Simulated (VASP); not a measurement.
Here is a VASP 6.6.1 calculation.

The input INCAR:

```
SYSTEM = SiO2
ALGO     = Normal         ! electronic algorithm
EDIFF    = 1E-6           ! SCF threshold, eV
ENCUT    = 520            ! plane-wave cutoff, eV
GGA      = PE             ! functional
ISIF     = 2              ! what is computed and relaxed
ISMEAR   = 0              ! smearing method
LASPH    = .True.         ! aspherical terms in the spheres
LCHARG   = .False.        ! write CHGCAR
LREAL    = .False.        ! projectors in reciprocal space
LWAVE    = .False.        ! write WAVECAR
NBANDS   = 25             ! bands
NELM     = 60             ! most SCF steps
PREC     = Accurate       ! precision mode
SIGMA    = 0.05           ! smearing width, eV
```

File KPOINTS:

```
k-points
0
Gamma
  6 6 8
  0 0 0
```

The input POSCAR:

```
SiO2
1.0
    4.2358788266      0.0000000000      0.0000000000
    0.0000000000      4.0380632854      0.0000000000
    0.0000000000      0.0000000000      2.6897743046
Si O
2 4
Direct
    0.5000000000      0.5000000000      0.5000000000
    0.0000000000      0.0000000000      0.0000000000
    0.7395870220      0.6464385634      0.0000000000
    0.2395870220      0.8535614366      0.5000000000
    0.2604129780      0.3535614366      0.0000000000
    0.7604129780      0.1464385634      0.5000000000
```

Potentials or basis: VASP PAW PBE potentials, release 64 (Si, O).

The run is started by

```sh
$ cat potpaw_PBE.64/Si/POTCAR potpaw_PBE.64/O/POTCAR > POTCAR
$ mpirun -np 1 vasp_std > vasp.out
```

Question: Predict the band gap on the k mesh.

Answer: 5.49 eV.

Question: What does it give for the largest force?

Answer: 1.360 eV/Å.

Stress tensor (GPa, compression positive):
```
-9.03  0.00  0.00
 0.00 30.54  0.00
 0.00  0.00  6.02
```

Caveat: the cell differs from its parent crystal (atoms displaced along a vibrational mode, the cell strained); the stress differs along the axes, from -9 to 31 GPa; forces of over 1 eV/Å act on the atoms, so gaps and moduli don't describe the material at rest. A k mesh can miss the band edges.
